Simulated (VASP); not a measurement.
# Ti (Fm-3m) in VASP: further runs

The runs below take Ti through single point, with PBE+D3(BJ)+U, PBE.

All numbers are computed with VASP 6.6.1; they aren't measurements. Logs are shortened: lines on timing, memory, paths and dates and some standing lists are left out, and cuts for length are marked.

### 1 The cell of the first run

Symmetry: Fm-3m, No. 225, cubic system. Conventional cell: a = 4.140 Å, b = 4.140 Å, c = 4.140 Å, α = 90.00°, β = 90.00°, γ = 90.00°. Ti (site symmetry m-3m) has 12 Ti at 2.93 Å within 3.9 Å.

### 2 Single point, PBE+D3(BJ)+U (volume scaled by 1.06)

Input file INCAR:

```
SYSTEM = Ti
  PREC = Accurate
  ENCUT = 520
  EDIFF = 1E-7
  ISMEAR = 1
  SIGMA = 0.05
  LREAL = .False.
  LASPH = .True.
  NELM = 150
  ALGO = Fast
  ISIF = 2
  LWAVE = .False.
  LCHARG = .False.
  LMAXMIX = 4
  LDAU = .True.
  LDAUTYPE = 2
  LDAUL = 2
  LDAUU = 6.2
  LDAUJ = 0
  LDAUPRINT = 1
  GGA = PE
  IVDW = 12
  NBANDS = 12
```

Input file KPOINTS:

```
regular mesh
0
Gamma
  11 11 11
  0 0 0
```

Input file POSCAR:

```
Ti
1.0
    0.0000000000      2.0698140295      2.0698140295
    2.0698140295      0.0000000000      2.0698140295
    2.0698140295      2.0698140295      0.0000000000
Ti
1
Direct
    0.0000000000      0.0000000000      0.0000000000
```

Potentials or basis: VASP PAW PBE potentials, release 64 (Ti_sv).

Launch:

```console
$ cat potpaw_PBE.64/Ti_sv/POTCAR > POTCAR
$ mpirun -np 1 vasp_std > vasp.out
```

OUTCAR:

```text
SYSTEM = Ti
   PREC = Accurate
   ENCUT = 520
   EDIFF = 1E-7
   ISMEAR = 1
   LREAL = .False.
   LASPH = .True.
   NELM = 150
   ISIF = 2
   GGA = PE
   IVDW = 12
 IVDW          = 12

 ion  position               nearest neighbor table
   1  0.000  0.000  0.000-

  LATTYP: Found a face centered cubic cell.
 ALAT       =     4.1396280590

  Lattice vectors:

 A1 = (   0.0000000000,   2.0698140295,   2.0698140295)
 A2 = (   2.0698140295,   0.0000000000,   2.0698140295)
 A3 = (   2.0698140295,   2.0698140295,   0.0000000000)

Analysis of symmetry for initial positions (statically):
=====================================================================
 Subroutine PRICEL returns:
 Original cell was already a primitive cell.

 Routine SETGRP: Setting up the symmetry group for a
 face centered cubic supercell.

 Subroutine GETGRP returns: Found 48 space group operations
 (whereof 48 operations were pure point group operations)
 out of a pool of 48 trial point group operations.

The static configuration has the point symmetry O_h .

Analysis of symmetry for dynamics (positions and initial velocities):
=====================================================================
 Subroutine PRICEL returns:
 Original cell was already a primitive cell.

 Routine SETGRP: Setting up the symmetry group for a
 face centered cubic supercell.

 Subroutine GETGRP returns: Found 48 space group operations
 (whereof 48 operations were pure point group operations)
 out of a pool of 48 trial point group operations.

The dynamic configuration has the point symmetry O_h .

 Subroutine INISYM returns: Found 48 space group operations
 (whereof 48 operations are pure point group operations),
 and found     1 'primitive' translations

----------------------------------------------------------------------------------------

                                     Primitive cell

  volume of cell :      17.7347

  direct lattice vectors                    reciprocal lattice vectors
     0.000000000  2.069814029  2.069814029    -0.241567596  0.241567596  0.241567596
     2.069814029  0.000000000  2.069814029     0.241567596 -0.241567596  0.241567596
     2.069814029  2.069814029  0.000000000     0.241567596  0.241567596 -0.241567596

  length of vectors
     2.927159072  2.927159072  2.927159072     0.418407350  0.418407350  0.418407350

  position of ions in fractional coordinates (direct lattice)
     0.000000000  0.000000000  0.000000000

  ion indices of the primitive-cell ions
   primitive index   ion index
                 1           1

----------------------------------------------------------------------------------------

 KPOINTS: regular mesh

Automatic generation of k-mesh.
 Grid dimensions read from file:
 generate k-points for:   11   11   11

 Generating k-lattice:

  Cartesian coordinates                     Fractional coordinates (reciprocal lattice)
    -0.021960691  0.021960691  0.021960691     0.090909091  0.000000000  0.000000000
     0.021960691 -0.021960691  0.021960691     0.000000000  0.090909091  0.000000000
     0.021960691  0.021960691 -0.021960691     0.000000000  0.000000000  0.090909091

  Length of vectors
     0.038037032  0.038037032  0.038037032

  Shift w.r.t. Gamma in fractional coordinates (k-lattice)
     0.000000000  0.000000000  0.000000000

 Subroutine IBZKPT returns following result:
 ===========================================

 Found     56 irreducible k-points:

 Following reciprocal coordinates:
            Coordinates               Weight
  0.000000  0.000000  0.000000      1.000000
  0.090909  0.000000  0.000000      8.000000
  0.181818  0.000000  0.000000      8.000000
  0.272727  0.000000  0.000000      8.000000
  0.363636  0.000000  0.000000      8.000000
  0.454545  0.000000  0.000000      8.000000
[... 16 lines left out ...]
 -0.272727  0.181818  0.000000     24.000000
 -0.181818  0.181818  0.000000     12.000000
 [... further k-points ...]
   k-points           NKPTS =     56   k-points in BZ     NKDIM =     56   number of bands    NBANDS=     12
   number of dos      NEDOS =    301   number of ions     NIONS =      1
   total plane-waves  NPLWV =  13824
   dimension x,y,z NGX =    24 NGY =   24 NGZ =   24
   dimension x,y,z NGXF=    48 NGYF=   48 NGZF=   48
   ions per type =               1
   NGX,Y,Z   is equivalent  to a cutoff of  13.63, 13.63, 13.63 a.u.
   NGXF,Y,Z  is equivalent  to a cutoff of  27.26, 27.26, 27.26 a.u.
 SYSTEM =  Ti
   PREC   = accura    normal or accurate (medium, high low for compatibility)
   ISTART =      0    job   : 0-new  1-cont  2-samecut
   ICHARG =      2    charge: 1-file 2-atom 10-const
   ISPIN  =      1    spin polarized calculation?
   LNONCOLLINEAR =      F non collinear calculations
   LSORBIT =      F    spin-orbit coupling
   LASPH  =      T    aspherical Exc in radial PAW
   ENCUT  =  520.0 eV  38.22 Ry    6.18 a.u.   5.44  5.44  5.44*2*pi/ulx,y,z
   NELM   =    150;   NELMIN=  2; NELMDL= -5     # of ELM steps
   EDIFF  = 0.1E-06   stopping-criterion for ELM
   LREAL  =      F    real-space projection
   EDIFFG = 0.1E-05   stopping-criterion for IOM
   NSW    =      0    number of steps for IOM
   IBRION =     -1    ionic relax: 0-MD 1-quasi-New 2-CG
   NFREE  =      0    steps in history (QN), initial steepest desc. (CG)
   ISIF   =      2    stress and relaxation
   ISYM   =      2    0-nonsym 1-usesym 2-fastsym
   POTIM  = 0.5000    time-step for ionic-motion
   TEBEG  =    0.0;   TEEND  =   0.0 temperature during run
   PSTRESS=    0.0 pullay stress
   NELECT =      12.0000    total number of electrons
   NUPDOWN=      -1.0000    fix difference up-down
   EMIN   =  10.00;   EMAX   =-10.00  energy-range for DOS
   EFERMI =   0.00;   METHOD = LEGACY
   ISMEAR =     1;   SIGMA  =   0.05  broadening in eV -4-tet -1-fermi 0-gaus
   EFERMI_NEDOS =   21; number of points for ismear=-14 and -15
   IALGO  =     68    algorithm
   IMIX   =      4    mixing-type and parameters
     AMIX     =   0.40;   BMIX     =  1.00
     AMIX_MAG =   1.60;   BMIX_MAG =  1.00
  volume/ion in A,a.u.               =      17.73       119.68
  Fermi-wavevector in a.u.,A,eV,Ry     =   1.437233  2.715977 28.104730  2.065639
  Thomas-Fermi vector in A             =   2.556334
   LORBIT       =      0    0 simple, 1 ext, 2 COOP (PROOUT), +10 PAW based schemes
 LDA+U is selected, type is set to LDAUTYPE =  2
   angular momentum for each species LDAUL =     2
   U (eV)           for each species LDAUU =   6.2
   J (eV)           for each species LDAUJ =   0.0
   GGA     = PE    functional components
   LHFCALC =     F    Hartree Fock is set to
   AEXX    =    0.0000 exact exchange contribution
   IVDW    =    12    specifies the selected vdW correction
   LEPSILON=     F    determine dielectric tensor
   LRPA    =     F    only Hartree local field effects (RPA)
 non-spin polarized calculation
 RMM-DIIS sequential band-by-band and
 Methfessel and Paxton  Order N= 1 SIGMA  =   0.05
  energy-cutoff  :      520.00
  volume of cell :       17.73
 maximum number of plane-waves:       531
 NGX is ok and might be reduce to    24
   NGX = 11   NGY = 11   NGZ = 11

atom =   1  type =  1  l = 2

 onsite density matrix

spin component  1

  0.2048  0.0000 -0.0000 -0.0000 -0.0000
  0.0000  0.2048  0.0000 -0.0000 -0.0000
 -0.0000  0.0000  0.0980  0.0000 -0.0000
 -0.0000 -0.0000  0.0000  0.2048  0.0000
 -0.0000 -0.0000 -0.0000  0.0000  0.0980

spin component  2

  0.2048  0.0000 -0.0000 -0.0000 -0.0000
  0.0000  0.2048  0.0000 -0.0000 -0.0000
 -0.0000  0.0000  0.0980  0.0000 -0.0000
 -0.0000 -0.0000  0.0000  0.2048  0.0000
 -0.0000 -0.0000 -0.0000  0.0000  0.0980

 occupancies and eigenvectors

  o =  0.0980  v = -0.0000  0.0000 -1.0000  0.0000 -0.0000  0.0000  0.0000  0.0000  0.0000  0.0000      0.0000  0.0000  0.0000  0.0000  0.0000  0.0000  0.0000  0.0000  0.0000  0.0000
  o =  0.0980  v =  0.0000  0.0000  0.0000  0.0000  0.0000 -0.0000  0.0000 -1.0000  0.0000 -0.0000      0.0000  0.0000  0.0000  0.0000  0.0000  0.0000  0.0000  0.0000  0.0000  0.0000
  o =  0.0980  v =  0.0000  0.0000  0.0000  0.0000  0.0000  0.0000  0.0000 -0.0000 -0.0000  1.0000      0.0000  0.0000  0.0000  0.0000  0.0000  0.0000  0.0000  0.0000  0.0000  0.0000
  o =  0.0980  v =  0.0000  0.0000 -0.0000 -0.0000  1.0000  0.0000  0.0000  0.0000  0.0000  0.0000      0.0000  0.0000  0.0000  0.0000  0.0000  0.0000  0.0000  0.0000  0.0000  0.0000
  o =  0.2048  v =  1.0000 -0.0001 -0.0000  0.0002 -0.0000  0.0000  0.0000  0.0000  0.0000  0.0000      0.0000  0.0000  0.0000  0.0000  0.0000  0.0000  0.0000  0.0000  0.0000  0.0000
  o =  0.2048  v =  0.0000  0.0000  0.0000  0.0000  0.0000  1.0000 -0.0001 -0.0000  0.0002 -0.0000      0.0000  0.0000  0.0000  0.0000  0.0000  0.0000  0.0000  0.0000  0.0000  0.0000
  o =  0.2048  v =  0.0001  0.9997  0.0000  0.0250 -0.0000  0.0000  0.0000  0.0000  0.0000  0.0000      0.0000  0.0000  0.0000  0.0000  0.0000  0.0000  0.0000  0.0000  0.0000  0.0000
  o =  0.2048  v =  0.0000  0.0000  0.0000  0.0000  0.0000  0.0001  0.9997  0.0000  0.0250 -0.0000      0.0000  0.0000  0.0000  0.0000  0.0000  0.0000  0.0000  0.0000  0.0000  0.0000
  o =  0.2048  v =  0.0000  0.0000  0.0000  0.0000  0.0000  0.0002  0.0250 -0.0000 -0.9997 -0.0000      0.0000  0.0000  0.0000  0.0000  0.0000  0.0000  0.0000  0.0000  0.0000  0.0000
  o =  0.2048  v =  0.0002  0.0250 -0.0000 -0.9997 -0.0000  0.0000  0.0000  0.0000  0.0000  0.0000      0.0000  0.0000  0.0000  0.0000  0.0000  0.0000  0.0000  0.0000  0.0000  0.0000

 number of electron      11.9999999 magnetization

 Free energy of the ion-electron system (eV)
  ---------------------------------------------------
  ext. energy  EPLUGINS =         0.00000000
  ---------------------------------------------------
  free energy    TOTEN  =        -3.35240933 eV

  energy without entropy =       -3.35241865  energy(sigma->0) =       -3.35241244

 E-fermi :   8.7767     XC(G=0): -11.5039

 val. band max:        8.7709833948   @ k =  -0.2727   0.2727   0.0000
 cond. band min:       8.8140243040   @ k =  -0.4545   0.3636   0.1818
 fundamental gap:      0.0430409093
 Fermi energy:         8.7767110337

 k-point     1 :       0.0000    0.0000    0.0000
  band No.  band energies     occupation
      1     -49.7646      2.00000
      2     -25.5917      2.00000
      3     -25.5917      2.00000
      4     -25.5917      2.00000
      5       1.8958      2.00000
      6       9.7811      0.00000
      7       9.7811      0.00000
      8       9.7811      0.00000
      9      12.0079      0.00000
     10      12.0079      0.00000
     11      23.1500      0.00000
     12      27.4989      0.00000

 k-point     2 :       0.0909    0.0000    0.0000
  band No.  band energies     occupation
      1     -49.7562      2.00000
      2     -25.6392      2.00000
      3     -25.5977      2.00000
      4     -25.5977      2.00000
      5       2.1545      2.00000
      6       9.6074     -0.00000
      7       9.8707      0.00000
      8       9.8707      0.00000
      9      11.9431      0.00000
     10      11.9431      0.00000
     11      23.3633      0.00000
     12      25.7953      0.00000

 k-point     3 :       0.1818    0.0000    0.0000
  band No.  band energies     occupation
      1     -49.7340      2.00000
      2     -25.7656      2.00000
      3     -25.6140      2.00000
      4     -25.6140      2.00000
      5       2.8917      2.00000
      6       9.1874     -0.00000
      7      10.0638      0.00000
      8      10.0638      0.00000
      9      11.8505      0.00000
     10      11.8505      0.00000
     11      22.6892      0.00000
     12      24.2141      0.00000
[... 286 lines left out ...]
 k-point    23 :      -0.2727    0.1818    0.0000
  band No.  band energies     occupation
      1     -49.6699      2.00000
      2     -26.0092      2.00000
      3     -25.7753      2.00000
      4     -25.6545      2.00000
      5       5.4938      2.00000
      6       8.3952      2.00000
      7       9.4593     -0.00000
      8      10.7208      0.00000
      9      11.4549      0.00000
     10      13.1704      0.00000
     11      19.1690      0.00000
     12      21.4073      0.00000

 k-point    24 :      -0.1818    0.1818    0.0000
  band No.  band energies     occupation
      1     -49.6948      2.00000
      2     -25.9133      2.00000
      3     -25.7246      2.00000
      4     -25.6297      2.00000
      5       4.3652      2.00000
      6       8.6259      2.00017
      7       9.8476      0.00000
      8      10.6367      0.00000
      9      11.1988      0.00000
     10      12.6260      0.00000
     11      21.4065      0.00000
     12      21.8871      0.00000

 [... further k-points ...]

------------------------ aborting loop because EDIFF is reached ----------------------------------------

 Edisp (eV)   -0.58873

 E8    (eV) :    -0.2793

  FORCE on cell =-STRESS in cart. coord.  units (eV):
  Direction    XX          YY          ZZ          XY          YZ          ZX
  --------------------------------------------------------------------------------------
  -------------------------------------------------------------------------------------
  Total       0.77378     0.77378     0.77378    -0.00000    -0.00000    -0.00000
  in kB      69.90454    69.90454    69.90454    -0.00000    -0.00000    -0.00000
  external pressure =       69.90 kB  Pullay stress =        0.00 kB

 VOLUME and BASIS-vectors are now :
 -----------------------------------------------------------------------------
  energy-cutoff  :      520.00
  volume of cell :       17.73
      direct lattice vectors                 reciprocal lattice vectors
     0.000000000  2.069814029  2.069814029    -0.241567596  0.241567596  0.241567596
     2.069814029  0.000000000  2.069814029     0.241567596 -0.241567596  0.241567596
     2.069814029  2.069814029  0.000000000     0.241567596  0.241567596 -0.241567596

 POSITION                                       TOTAL-FORCE (eV/Angst)
 -----------------------------------------------------------------------------------
      0.00000      0.00000      0.00000         0.000000      0.000000     -0.000000
 -----------------------------------------------------------------------------------
    total drift:                                0.000000     -0.000000     -0.000000

  FREE ENERGIE OF THE ION-ELECTRON SYSTEM (eV)
  ---------------------------------------------------
  free  energy   TOTEN  =        -3.9411350673 eV

  energy  without entropy=       -3.9411443794  energy(sigma->0) =       -3.94113817
```

It took 32 s on 1 thread of Intel Xeon Platinum 8488C (Sapphire Rapids), shared host; peak memory 0.15 GiB.

What came out:

| Property | Result |
| --- | --- |
| Free energy | -3.9411 eV |
| Pressure | 7.0 GPa |
| Band gap on the k mesh | zero (band 6 reaches 9.78 eV, above the bottom of band 7 at 8.46 eV) |
| Dispersion energy per atom | -0.589 eV |

Levels at points of the mesh, in eV from the Fermi level:
| k point | band 4 | band 5 | band 6 | band 7 | band 8 | band 9 |
| --- | --- | --- | --- | --- | --- | --- |
| (0.00, 0.00, 0.00) | -34.37 | -6.88 | 1.00 | 1.00 | 1.00 | 3.23 |

Eigenvalues of the final occupation matrices:
```tsv
site	spin	trace	eigenvalues
site 1 d	1	0.81	0.10 0.10 0.20 0.20 0.20
site 1 d	2	0.81	0.10 0.10 0.20 0.20 0.20
```

Caveat: U without spin polarisation on a metal has little footing; pairwise dispersion overbinds metals, which lowers pressure and volume; the U is typed as a test and isn't derived for this compound.

(Continued in part 2 of 2.)
